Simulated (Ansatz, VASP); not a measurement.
## Two plane-wave programs on Ge

```
Ge
1.0
     0.09867    2.93776    2.89208
     2.86206    0.07369    2.91706
     2.87655    2.97722    0.05921
Ge
2
Cartesian
  2.9798 3.0781 2.9432
  4.3168 4.4078 4.3922
```

Change from the starting cell: all atoms moved at random, cell strained at random.

Alike in both runs: task single point; functional PBE; k mesh 12 × 12 × 12; occupations gaussian, width 0.1 eV; no spin polarisation.

|  | VASP | Ansatz |
| --- | --- | --- |
| version | VASP 6.6.1 | Ansatz 0.2.0 |
| potentials or method | VASP PAW PBE potentials, release 64 (Ge_d), cutoff 520 eV | scalar-relativistic, plane waves, PAW |
| valence electrons in the cell | 28 | 28 |

```tsv
	VASP	Ansatz	Ansatz less VASP
gap on the k mesh at the Fermi level (eV)	none	none	-
pressure (GPa)	1.3	1.4	+0.06
traceless stress, the component that is largest in VASP (GPa)	1.94	1.95	+0.017
rms of the force components (eV/Å)	1.013	1.013	0.0000
```

Atom by atom the forces differ by 0.000 eV/Å (rms over components). A gap of «none» marks a metal or a gap that the smearing closes. With one functional, cell and mesh, what is left measures potentials, basis and numerics.
